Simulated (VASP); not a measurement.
A run of VASP 6.6.1 is set up as follows.

File INCAR:

```
  PREC = Accurate
  ENCUT = 500
  EDIFF = 1E-6
  ISMEAR = 0
  SIGMA = 0.2
  LREAL = False
  LASPH = True
  NELM = 120
  ALGO = Normal
  ISIF = 2
  LWAVE = False
  LCHARG = True
  GGA = PE
  LELF = True
  LVHAR = True
  NBANDS = 18
  GGA_COMPAT = False
```

File KPOINTS:

```
Automatic mesh
0
Gamma
  5 5 5
```

Contents of POSCAR:

```
ZrH5
1.0
    1.9655392640      1.1348046241      2.7583208138
   -1.9655392640      1.1348046241      2.7583208138
    0.0000000000     -2.2696092454      2.7583208150
Zr H
1 5
Direct
    0.1268441822      0.1268441822      0.1268441822
    0.7326717519      0.2210479220      0.7326717519
    0.7326717519      0.7326717519      0.2210479220
    0.2210479220      0.7326717519      0.7326717519
    0.5637538901      0.5637538901      0.5637538901
    0.3583111219      0.3583111219      0.3583111219
```

Potentials or basis: VASP PAW PBE potentials, release 64 (Zr_sv, H).

Command:

```console
$ cat potpaw_PBE.64/Zr_sv/POTCAR potpaw_PBE.64/H/POTCAR > POTCAR
$ mpirun -np 1 vasp_std > vasp.out
```

**Question.** Estimate the pressure.

**Answer.** -0.4 GPa.

**Question.** Predict the largest force.

**Answer.** 0.009 eV/Å.

Forces on the atoms (eV/Å):
```
Zr   0.000  0.000  0.003
H    0.004 -0.002  0.003
H    0.000  0.004  0.003
H   -0.004 -0.002  0.003
H    0.000  0.000 -0.009
H    0.000  0.000 -0.003
```

Caveat: the k points lie up to 0.40 Å⁻¹ apart.
